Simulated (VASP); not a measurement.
# InSe (R3m) in VASP: single point with PBEsol+D3(BJ)

Aim: the single point of InSe with PBEsol+D3(BJ).

Everything below comes from runs of VASP 6.6.1. Logs are shortened: lines on timing, memory, paths and dates and some standing lists are left out, and cuts for length are marked.

### 1 The cell of the first run

Symmetry: R3m, No. 160, trigonal system. Conventional cell: a = 3.961 Å, b = 3.961 Å, c = 24.184 Å, α = 90.00°, β = 90.00°, γ = 120.00°. In (site symmetry 3m) has 3 Se at 2.63 Å and 1 In at 2.75 Å within 3.5 Å. Within 3.5 Å of In (site symmetry 3m) lie 3 Se at 2.62 Å and 1 In at 2.75 Å. Within 3.6 Å of Se (site symmetry 3m) lie 3 In at 2.63 Å and 3 Se at 3.57 Å. Within 3.6 Å of Se (site symmetry 3m) lie 3 In at 2.62 Å and 3 Se at 3.57 Å.

### 2 Single point, PBEsol+D3(BJ)

INCAR reads:

```
SYSTEM = InSe
  PREC = Accurate
  ENCUT = 520
  EDIFF = 1E-6
  ISMEAR = 0
  SIGMA = 0.02
  LREAL = .FALSE.
  LASPH = .TRUE.
  NELM = 80
  ALGO = Normal
  ISIF = 2
  LWAVE = .FALSE.
  LCHARG = .TRUE.
  GGA = PS
  IVDW = 12
  LELF = .TRUE.
  LVHAR = .TRUE.
  NBANDS = 27
```

KPOINTS reads:

```
regular mesh
0
G
  15 15 15
  0 0 0
```

POSCAR reads:

```
InSe
1.0
    1.9803436189      1.1433519214      8.0613935441
   -1.9803436189      1.1433519214      8.0613935441
    0.0000000000     -2.2867038429      8.0613935441
In Se
2 2
Direct
   -0.0011397767     -0.0011397767     -0.0011397767
    0.1125267922      0.1125267922      0.1125267922
    0.6121966941      0.6121966941      0.6121966941
    0.8324162904      0.8324162904      0.8324162904
```

Potentials or basis: VASP PAW PBE potentials, release 64 (In_d, Se).

Run with:

```
$ cat potpaw_PBE.64/In_d/POTCAR potpaw_PBE.64/Se/POTCAR > POTCAR
$ mpirun -np 1 vasp_std > vasp.out
```

OUTCAR:

```text
SYSTEM = InSe
   PREC = Accurate
   ENCUT = 520
   EDIFF = 1E-6
   ISMEAR = 0
   LREAL = .FALSE.
   LASPH = .TRUE.
   NELM = 80
   ISIF = 2
   GGA = PS
   IVDW = 12
 IVDW          = 12

 ion  position               nearest neighbor table
   1  0.999  0.999  0.999-   3 2.63   3 2.63   3 2.63   2 2.75
   2  0.113  0.113  0.113-   4 2.62   4 2.62   4 2.62   1 2.75
   3  0.612  0.612  0.612-   1 2.63   1 2.63   1 2.63
   4  0.832  0.832  0.832-   2 2.62   2 2.62   2 2.62

  LATTYP: Found a trigonal (rhomboedric) cell.
 ALAT       =     8.3794439158
 COS(alpha) =     0.8882929186

  Lattice vectors:

 A1 = (   1.9803436189,   1.1433519214,   8.0613935441)
 A2 = (  -1.9803436189,   1.1433519214,   8.0613935441)
 A3 = (   0.0000000000,  -2.2867038429,   8.0613935441)

Analysis of symmetry for initial positions (statically):
=====================================================================
 Subroutine PRICEL returns:
 Original cell was already a primitive cell.

 Routine SETGRP: Setting up the symmetry group for a
 trigonal (rhombohedral) supercell.

 Subroutine GETGRP returns: Found  6 space group operations
 (whereof  6 operations were pure point group operations)
 out of a pool of 12 trial point group operations.

The static configuration has the point symmetry C_3v.

Analysis of symmetry for dynamics (positions and initial velocities):
=====================================================================
 Subroutine PRICEL returns:
 Original cell was already a primitive cell.

 Routine SETGRP: Setting up the symmetry group for a
 trigonal (rhombohedral) supercell.

 Subroutine GETGRP returns: Found  6 space group operations
 (whereof  6 operations were pure point group operations)
 out of a pool of 12 trial point group operations.

The dynamic configuration has the point symmetry C_3v.

 Subroutine INISYM returns: Found  6 space group operations
 (whereof  6 operations are pure point group operations),
 and found     1 'primitive' translations

----------------------------------------------------------------------------------------

                                     Primitive cell

  volume of cell :     109.5171

  direct lattice vectors                    reciprocal lattice vectors
[... 88 lines left out ...]
   LASPH  =      T    aspherical Exc in radial PAW
   ENCUT  =  520.0 eV  38.22 Ry    6.18 a.u.  15.58 15.58 15.58*2*pi/ulx,y,z
   NELM   =     80;   NELMIN=  2; NELMDL= -5     # of ELM steps
   EDIFF  = 0.1E-05   stopping-criterion for ELM
   LREAL  =      F    real-space projection
   EDIFFG = 0.1E-04   stopping-criterion for IOM
   NSW    =      0    number of steps for IOM
   IBRION =     -1    ionic relax: 0-MD 1-quasi-New 2-CG
   NFREE  =      0    steps in history (QN), initial steepest desc. (CG)
   ISIF   =      2    stress and relaxation
   ISYM   =      2    0-nonsym 1-usesym 2-fastsym
   POTIM  = 0.5000    time-step for ionic-motion
   TEBEG  =    0.0;   TEEND  =   0.0 temperature during run
   PSTRESS=    0.0 pullay stress
   NELECT =      38.0000    total number of electrons
   NUPDOWN=      -1.0000    fix difference up-down
   EMIN   =  10.00;   EMAX   =-10.00  energy-range for DOS
   EFERMI =   0.00;   METHOD = LEGACY
   ISMEAR =     0;   SIGMA  =   0.02  broadening in eV -4-tet -1-fermi 0-gaus
   EFERMI_NEDOS =   21; number of points for ismear=-14 and -15
   IALGO  =     38    algorithm
   IMIX   =      4    mixing-type and parameters
     AMIX     =   0.40;   BMIX     =  1.00
     AMIX_MAG =   1.60;   BMIX_MAG =  1.00
  volume/ion in A,a.u.               =      27.38       184.76
  Fermi-wavevector in a.u.,A,eV,Ry     =   1.150382  2.173907 18.005661  1.323379
  Thomas-Fermi vector in A             =   2.287046
   LORBIT       =      0    0 simple, 1 ext, 2 COOP (PROOUT), +10 PAW based schemes
   GGA     = PS    functional components
   LHFCALC =     F    Hartree Fock is set to
   AEXX    =    0.0000 exact exchange contribution
   IVDW    =    12    specifies the selected vdW correction
   LEPSILON=     F    determine dielectric tensor
   LRPA    =     F    only Hartree local field effects (RPA)
 non-spin polarized calculation
 Gauss-broadening in eV      SIGMA  =   0.02
  energy-cutoff  :      520.00
  volume of cell :      109.52
 maximum number of plane-waves:      2987
   NGX = 31   NGY = 31   NGZ = 31

 number of electron      37.9999999 magnetization

 Free energy of the ion-electron system (eV)
  ---------------------------------------------------
  ext. energy  EPLUGINS =         0.00000000
  ---------------------------------------------------
  free energy    TOTEN  =       -15.55830650 eV

  energy without entropy =      -15.55830650  energy(sigma->0) =      -15.55830650

 E-fermi :   4.7921     XC(G=0):  -9.4390

 val. band max:        4.6950868902   @ k =  -0.4667   0.4667   0.4667
 cond. band min:       5.0953882065   @ k =   0.4667   0.4667   0.4667
 fundamental gap:      0.4003013162
 Fermi energy:         4.7921022020

 k-point     1 :       0.0000    0.0000    0.0000
  band No.  band energies     occupation
      1     -10.2107      2.00000
      2      -9.9963      2.00000
      3      -9.9963      2.00000
      4      -9.8985      2.00000
      5      -9.8985      2.00000
      6      -9.8898      2.00000
[... 709 lines left out ...]
     26      10.9246      0.00000
     27      11.6412      0.00000

 [... further k-points ...]

------------------------ aborting loop because EDIFF is reached ----------------------------------------

 Edisp (eV)   -1.23754

 E8    (eV) :    -0.8440

  FORCE on cell =-STRESS in cart. coord.  units (eV):
  Direction    XX          YY          ZZ          XY          YZ          ZX
  --------------------------------------------------------------------------------------
  -------------------------------------------------------------------------------------
  Total       0.05268     0.05268     0.03745     0.00000    -0.00000     0.00000
  in kB       0.77069     0.77069     0.54780     0.00000    -0.00000     0.00000
  external pressure =        0.70 kB  Pullay stress =        0.00 kB

 VOLUME and BASIS-vectors are now :
 -----------------------------------------------------------------------------
  energy-cutoff  :      520.00
  volume of cell :      109.52
      direct lattice vectors                 reciprocal lattice vectors
     1.980343619  1.143351921  8.061393544     0.252481436  0.145770225  0.041349344
    -1.980343619  1.143351921  8.061393544    -0.252481436  0.145770225  0.041349344
     0.000000000 -2.286703843  8.061393544     0.000000000 -0.291540450  0.041349344

 POSITION                                       TOTAL-FORCE (eV/Angst)
 -----------------------------------------------------------------------------------
      0.00000     -0.00000     24.15662         0.000000     -0.000000      0.021280
      0.00000     -0.00000      2.72137         0.000000      0.000000     -0.021141
      0.00000     -0.00000     14.80548         0.000000      0.000000     -0.020150
      0.00000     -0.00000     20.13131         0.000000     -0.000000      0.020010
 -----------------------------------------------------------------------------------
    total drift:                                0.000000      0.000000     -0.000308

  FREE ENERGIE OF THE ION-ELECTRON SYSTEM (eV)
  ---------------------------------------------------
  free  energy   TOTEN  =       -16.7958442003 eV

  energy  without entropy=      -16.7958442003  energy(sigma->0) =      -16.79584420
```

Run time: 1.5 h. Hardware: 1 thread of Oxide Virtual Turin-like, shared host; peak memory 1.1 GiB.

Results:

```
Free energy                : -16.7958 eV
Pressure                   : 0.1 GPa
Largest force              : 0.021 eV/Å
Band gap on the k mesh     : 0.40 eV (least direct gap 0.46 eV)
Dispersion energy per atom : -0.309 eV
```

Forces on the atoms (eV/Å):
```
In   0.000  0.000  0.021
In   0.000  0.000 -0.021
Se   0.000  0.000 -0.020
Se   0.000  0.000  0.020
```

Caveat: the PAW data sets were made with another functional, which shifts forces and pressure a little; spin-orbit coupling is left out, which moves the levels of the heavy elements.
